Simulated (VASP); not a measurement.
# In2Bi (P6_3/mmc) in VASP: a series of runs

Runs on In2Bi. Level: LDA. Tasks: single point.

All numbers are computed with VASP 6.6.1; they aren't measurements. Logs are shortened: lines on timing, memory, paths and dates and some standing lists are left out, and cuts for length are marked.

## (1) The cell of the first run

Symmetry: P6_3/mmc, No. 194, hexagonal system. The conventional cell has a = 5.383 Å, b = 5.383 Å, c = 6.429 Å, α = 90.00°, β = 90.00°, γ = 120.00°. In (site symmetry -3m) has 8 In at 3.21 to 3.50 Å and 6 Bi at 3.50 Å within 4.2 Å. Within 4.1 Å of In (site symmetry -6m2) lie 5 Bi at 3.11 to 3.21 Å and 6 In at 3.50 Å. Bi (site symmetry -6m2) has 11 In at 3.11 to 3.50 Å within 4.1 Å.

## (2) Single point, LDA

INCAR reads:

```
PREC = Accurate
ENCUT = 520
EDIFF = 1E-7
ISMEAR = 0
SIGMA = 0.05
LREAL = False
LASPH = True
NELM = 80
ALGO = Normal
ISIF = 2
LWAVE = False
LCHARG = False
NBANDS = 50
```

KPOINTS reads:

```
Automatic mesh
0
Gamma
  5 5 4
```

POSCAR reads:

```
In2Bi
1.0
    5.3831685070      0.0000000000      0.0000000000
   -2.6915842535      4.6619605706      0.0000000000
    0.0000000000      0.0000000000      6.4291311241
In Bi
4 2
Direct
    0.0000000000      0.0000000000      0.0000000000
    0.0000000000      0.0000000000      0.5000000000
    0.3333333333      0.6666666667      0.7500000000
    0.6666666667      0.3333333333      0.2500000000
    0.3333333333      0.6666666667      0.2500000000
    0.6666666667      0.3333333333      0.7500000000
```

Potentials or basis: VASP PAW LDA potentials, release 64 (In_d, Bi_d).

Run with:

```sh
$ cat potpaw_LDA.64/In_d/POTCAR potpaw_LDA.64/Bi_d/POTCAR > POTCAR
$ mpirun -np 1 vasp_std > vasp.out
```

OUTCAR:

```text
PREC = Accurate
   ENCUT = 520
   EDIFF = 1E-7
   ISMEAR = 0
   LREAL = False
   LASPH = True
   NELM = 80
   ISIF = 2

 ion  position               nearest neighbor table
   1  0.000  0.000  0.000-   2 3.21   2 3.21   3 3.50   5 3.50   4 3.50   6 3.50   6 3.50   3 3.50
                             4 3.50   5 3.50   4 3.50   6 3.50   3 3.50   5 3.50
   2  0.000  0.000  0.500-   1 3.21   1 3.21   3 3.50   5 3.50   4 3.50   6 3.50   6 3.50   3 3.50
                             4 3.50   5 3.50   4 3.50   6 3.50   3 3.50   5 3.50
   3  0.333  0.667  0.750-   6 3.11   6 3.11   6 3.11   5 3.21   5 3.21   2 3.50   1 3.50   1 3.50
                             2 3.50   2 3.50   1 3.50
   4  0.667  0.333  0.250-   5 3.11   5 3.11   5 3.11   6 3.21   6 3.21   1 3.50   2 3.50   1 3.50
                             2 3.50   1 3.50   2 3.50
   5  0.333  0.667  0.250-   4 3.11   4 3.11   4 3.11   3 3.21   3 3.21   2 3.50   1 3.50   1 3.50
                             2 3.50   2 3.50   1 3.50
   6  0.667  0.333  0.750-   3 3.11   3 3.11   3 3.11   4 3.21   4 3.21   1 3.50   2 3.50   1 3.50
                             2 3.50   1 3.50   2 3.50

  LATTYP: Found a hexagonal cell.
 ALAT       =     5.3831685070
 C/A-ratio  =     1.1943024105

  Lattice vectors:

 A1 = (   5.3831685070,   0.0000000000,   0.0000000000)
 A2 = (  -2.6915842535,   4.6619605706,   0.0000000000)
 A3 = (   0.0000000000,   0.0000000000,   6.4291311241)

Analysis of symmetry for initial positions (statically):
=====================================================================
 Subroutine PRICEL returns:
 Original cell was already a primitive cell.

 Routine SETGRP: Setting up the symmetry group for a
 hexagonal supercell.

 Subroutine GETGRP returns: Found 24 space group operations
 (whereof 12 operations were pure point group operations)
 out of a pool of 24 trial point group operations.

The static configuration has the point symmetry D_3d.
 The point group associated with its full space group is D_6h.

Analysis of symmetry for dynamics (positions and initial velocities):
=====================================================================
 Subroutine PRICEL returns:
 Original cell was already a primitive cell.

 Routine SETGRP: Setting up the symmetry group for a
 hexagonal supercell.

 Subroutine GETGRP returns: Found 24 space group operations
 (whereof 12 operations were pure point group operations)
 out of a pool of 24 trial point group operations.

The dynamic configuration has the point symmetry D_3d.
 The point group associated with its full space group is D_6h.
[... 99 lines left out ...]
   EDIFFG = 0.1E-05   stopping-criterion for IOM
   NSW    =      0    number of steps for IOM
   IBRION =     -1    ionic relax: 0-MD 1-quasi-New 2-CG
   NFREE  =      0    steps in history (QN), initial steepest desc. (CG)
   ISIF   =      2    stress and relaxation
   ISYM   =      2    0-nonsym 1-usesym 2-fastsym
   POTIM  = 0.5000    time-step for ionic-motion
   TEBEG  =    0.0;   TEEND  =   0.0 temperature during run
   PSTRESS=    0.0 pullay stress
   NELECT =      82.0000    total number of electrons
   NUPDOWN=      -1.0000    fix difference up-down
   EMIN   =  10.00;   EMAX   =-10.00  energy-range for DOS
   EFERMI =   0.00;   METHOD = LEGACY
   ISMEAR =     0;   SIGMA  =   0.05  broadening in eV -4-tet -1-fermi 0-gaus
   EFERMI_NEDOS =   21; number of points for ismear=-14 and -15
   IALGO  =     38    algorithm
   IMIX   =      4    mixing-type and parameters
     AMIX     =   0.40;   BMIX     =  1.00
     AMIX_MAG =   1.60;   BMIX_MAG =  1.00
  volume/ion in A,a.u.               =      26.89       181.47
  Fermi-wavevector in a.u.,A,eV,Ry     =   1.306451  2.468835 23.222621  1.706815
  Thomas-Fermi vector in A             =   2.437252
   LORBIT       =      0    0 simple, 1 ext, 2 COOP (PROOUT), +10 PAW based schemes
   GGA     = CA    functional components
   LHFCALC =     F    Hartree Fock is set to
   AEXX    =    0.0000 exact exchange contribution
   IVDW    =     0    specifies the selected vdW correction
   LEPSILON=     F    determine dielectric tensor
   LRPA    =     F    only Hartree local field effects (RPA)
 non-spin polarized calculation
 Gauss-broadening in eV      SIGMA  =   0.05
  energy-cutoff  :      520.00
  volume of cell :      161.35
 maximum number of plane-waves:      4380
   NGX = 21   NGY = 21   NGZ = 23

 number of electron      82.0000029 magnetization

 Free energy of the ion-electron system (eV)
  ---------------------------------------------------
  ext. energy  EPLUGINS =         0.00000000
  ---------------------------------------------------
  free energy    TOTEN  =       -21.92322153 eV

  energy without entropy =      -21.91768549  energy(sigma->0) =      -21.92045351

 E-fermi :   7.8385     XC(G=0): -10.6719

 val. band max:        7.8103166075   @ k =   0.2000   0.2000   0.5000
 cond. band min:       7.8561551025   @ k =   0.0000   0.0000   0.0000
 fundamental gap:      0.0458384950
 Fermi energy:         7.8384808374

 k-point     1 :       0.0000    0.0000    0.0000
  band No.  band energies     occupation
      1     -14.9040      2.00000
      2     -14.9040      2.00000
      3     -14.9035      2.00000
      4     -14.9035      2.00000
      5     -14.8692      2.00000
      6     -14.8653      2.00000
[... 784 lines left out ...]
     49      12.8369      0.00000
     50      12.8370      0.00000

------------------------ aborting loop because EDIFF is reached ----------------------------------------

  FORCE on cell =-STRESS in cart. coord.  units (eV):
  Direction    XX          YY          ZZ          XY          YZ          ZX
  --------------------------------------------------------------------------------------
  -------------------------------------------------------------------------------------
  Total       -1.5426262     -1.5426261      3.2949711      0.0000000     -0.0000000      0.0000000
  in kB      -15.3183655    -15.3183648     32.7192503      0.0000000     -0.0000000      0.0000000
  external PRESSURE =       0.6941734 kB  Pullay stress =       0.0000000 kB

 VOLUME and BASIS-vectors are now :
 -----------------------------------------------------------------------------
  energy-cutoff  :      520.00
  volume of cell :      161.35
      direct lattice vectors                 reciprocal lattice vectors
     5.383168507  0.000000000  0.000000000     0.185764202  0.107251014  0.000000000
    -2.691584253  4.661960571  0.000000000     0.000000000  0.214502029  0.000000000
     0.000000000  0.000000000  6.429131124     0.000000000  0.000000000  0.155542013

 POSITION                                       TOTAL-FORCE (eV/Angst)
 -----------------------------------------------------------------------------------
      0.00000      0.00000      0.00000        -0.000000      0.000000      0.000000
      0.00000      0.00000      3.21457        -0.000000      0.000000      0.000000
     -0.00000      3.10797      4.82185         0.000000     -0.000000     -0.000000
      2.69158      1.55399      1.60728        -0.000000      0.000000     -0.000000
     -0.00000      3.10797      1.60728        -0.000000      0.000000      0.000000
      2.69158      1.55399      4.82185         0.000000     -0.000000      0.000000
 -----------------------------------------------------------------------------------
    total drift:                               -0.000000      0.000000     -0.000000

  FREE ENERGIE OF THE ION-ELECTRON SYSTEM (eV)
  ---------------------------------------------------
  free  energy   TOTEN  =       -21.9232215259 eV

  energy  without entropy=      -21.9176854896  energy(sigma->0) =      -21.92045351
```

OSZICAR:

```text
N       E                     dE             d eps       ncg     rms          rms(c)
DAV:   1     0.947829648405E+03    0.94783E+03   -0.39711E+04  1500   0.225E+03
DAV:   2     0.107781659824E+03   -0.84005E+03   -0.82482E+03  1500   0.585E+02
DAV:   3    -0.144568129497E+02   -0.12224E+03   -0.11961E+03  1604   0.239E+02
DAV:   4    -0.217277875534E+02   -0.72710E+01   -0.71772E+01  1770   0.608E+01
DAV:   5    -0.221029912659E+02   -0.37520E+00   -0.37506E+00  2424   0.120E+01    0.495E+00
DAV:   6    -0.219553612812E+02    0.14763E+00   -0.27904E-01  1958   0.584E+00    0.255E+00
DAV:   7    -0.219261025179E+02    0.29259E-01   -0.13478E-01  1928   0.324E+00    0.462E-01
DAV:   8    -0.219235741601E+02    0.25284E-02   -0.15916E-02  2028   0.136E+00    0.208E-01
DAV:   9    -0.219232388625E+02    0.33530E-03   -0.18228E-03  2056   0.433E-01    0.712E-02
DAV:  10    -0.219232240114E+02    0.14851E-04   -0.22818E-04  2020   0.180E-01    0.513E-02
DAV:  11    -0.219232249908E+02   -0.97938E-06   -0.30909E-05  2004   0.429E-02    0.382E-02
DAV:  12    -0.219232214926E+02    0.34982E-05   -0.20639E-05  1868   0.532E-02    0.126E-02
DAV:  13    -0.219232218593E+02   -0.36674E-06   -0.32868E-06  1648   0.182E-02    0.651E-03
DAV:  14    -0.219232216153E+02    0.24400E-06   -0.32813E-07  1216   0.587E-03    0.309E-03
DAV:  15    -0.219232215259E+02    0.89476E-07   -0.32061E-07  1350   0.653E-03
   1 F= -.21923222E+02 E0= -.21920454E+02  d E =-.553604E-02
```

It took 3.1 min on 1 thread of Intel Xeon 6975P-C, shared host; peak memory 0.26 GiB.

Results:

| Property | Result |
| --- | --- |
| Free energy | -21.9232 eV |
| Pressure | 0.1 GPa |
| Band gap on the k mesh | zero (band 41 reaches 8.85 eV, above the bottom of band 42 at 7.00 eV) |

Levels at points of the mesh, in eV from the Fermi level:
```csv
k point,band 38,band 39,band 40,band 41,band 42,band 43,band 44,band 45
"(0.00, 0.00, 0.00)",-1.95,-1.95,-1.92,-0.69,-0.23,-0.23,0.02,0.19
"(0.00, 0.00, 0.50)",-1.94,-1.94,-1.94,-0.84,-0.84,-0.40,-0.40,-0.40
```

Caveat: spin-orbit coupling is left out, which moves the levels of the heavy elements.

## (3) Single point, LDA

This run uses another cell than the first one, of 27.60 Å³/atom, 1.026 times its volume.

INCAR reads:

```
SYSTEM = In2Bi
PREC = Accurate
ENCUT = 520
EDIFF = 1E-6
ISMEAR = 0
SIGMA = 0.05
LREAL = .FALSE.
LASPH = .TRUE.
NELM = 100
ALGO = Normal
ISIF = 2
LWAVE = .FALSE.
LCHARG = .FALSE.
NBANDS = 50
```

KPOINTS reads:

```
Automatic mesh
0
G
  5 5 4
  0 0 0
```

POSCAR, as its differences from that of step 2:

```diff
@@ -2,5 +2,5 @@
 1.0
-    5.3831685070      0.0000000000      0.0000000000
-   -2.6915842535      4.6619605706      0.0000000000
-    0.0000000000      0.0000000000      6.4291311241
+    5.4299810176      0.0000000000      0.0000000000
+   -2.7149905088      4.7025013931      0.0000000000
+    0.0000000000      0.0000000000      6.4850394184
 In Bi
```

Potentials or basis: VASP PAW LDA potentials, release 64 (In_d, Bi_d).

Run with:

```sh
$ cat potpaw_LDA.64/In_d/POTCAR potpaw_LDA.64/Bi_d/POTCAR > POTCAR
$ mpirun -np 1 vasp_std > vasp.out
```

Run time: 2.6 min. Hardware: 1 thread of Intel Xeon 6975P-C, shared host; peak memory 0.27 GiB.

It converged, with:

```
Free energy            : -21.9103 eV
Pressure               : -1.2 GPa
Band gap on the k mesh : zero (band 41 reaches 8.50 eV, above the bottom of band 42 at 6.69 eV)
```

Stress tensor (GPa, compression positive):
```
-2.67  0.00  0.00
 0.00 -2.67  0.00
 0.00  0.00  1.85
```

Levels at points of the mesh, in eV from the Fermi level:
| k point | band 39 | band 40 | band 41 | band 42 | band 43 | band 44 |
| --- | --- | --- | --- | --- | --- | --- |
| (0.00, 0.00, 0.00) | -1.88 | -1.88 | -0.66 | -0.19 | -0.19 | -0.07 |
| (0.00, 0.00, 0.50) | -1.89 | -1.89 | -0.80 | -0.80 | -0.35 | -0.35 |

Caveat: spin-orbit coupling is left out, which moves the levels of the heavy elements.

(Continued in part 2 of 2.)
